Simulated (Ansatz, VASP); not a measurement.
# Ta in VASP and in Ansatz

The input INCAR:

```
SYSTEM = Ta
PREC = Accurate ; ENCUT = 520
EDIFF = 1E-7 ; ISMEAR = 0
SIGMA = 0.15 ; LREAL = .FALSE.
LASPH = .TRUE. ; NELM = 100
ALGO = Fast ; ISIF = 2
LWAVE = .FALSE. ; LCHARG = .FALSE.
GGA = PE ; NBANDS = 18
```

The input KPOINTS:

```
regular mesh
0
G
  21 21 10
  0 0 0
```

File POSCAR:

```
Ta
1.0
    2.9401081346      0.0000000000      0.0000000000
   -1.4700540673      2.5462083345      0.0000000000
    0.0000000000      0.0000000000      5.0275715252
Ta
2
Direct
    0.6666666667      0.3333333333      0.7500000000
    0.3333333333      0.6666666667      0.2500000000
```

Input for Ansatz:

```yaml
crystal:
  lattice:
    - [2.9401081346, 0.0, 0.0]
    - [-1.4700540673, 2.5462083345, 0.0]
    - [0.0, 0.0, 5.0275715252]
  atoms:
    - { symbol: Ta, position: [0.6666666667, 0.3333333333, 0.75] }
    - { symbol: Ta, position: [0.3333333333, 0.6666666667, 0.25] }
basis:
  ecutwfc: 420
kpoints:
  mp_grid: { grid: [21, 21, 10] }
hamiltonian:
  xc: pbe
scf:
  occupations: { method: gaussian, width: 0.15 }
output:
  forces: true
  stress: true
  eigenvalues: true
```

Alike in both runs: task single point; functional PBE; k mesh 21 × 21 × 10; occupations gaussian, width 0.15 eV; no spin polarisation.

|  | VASP | Ansatz |
| --- | --- | --- |
| version | VASP 6.6.1 | Ansatz 0.2.0 |
| potentials or method | VASP PAW PBE potentials, release 64 (Ta_pv), cutoff 520 eV | scalar-relativistic, plane waves, PAW |
| valence electrons in the cell | 22 | 26 |

|  | VASP | Ansatz | Ansatz less VASP |
| --- | --- | --- | --- |
| gap on the k mesh at the Fermi level (eV) | none | none | - |
| pressure (GPa) | -1.0 | -1.0 | -0.05 |
| traceless stress, the component that is largest in VASP (GPa) | 4.35 | 4.34 | -0.013 |

A gap of «none» marks a metal or a gap that the smearing closes. The functional is the same, so the differences come from potentials, cutoffs and numerics. VASP's potentials hold 22 valence electrons a cell and Ansatz's 26, so a difference there can come from the potentials and not from the codes.

Spin-orbit coupling is off throughout.
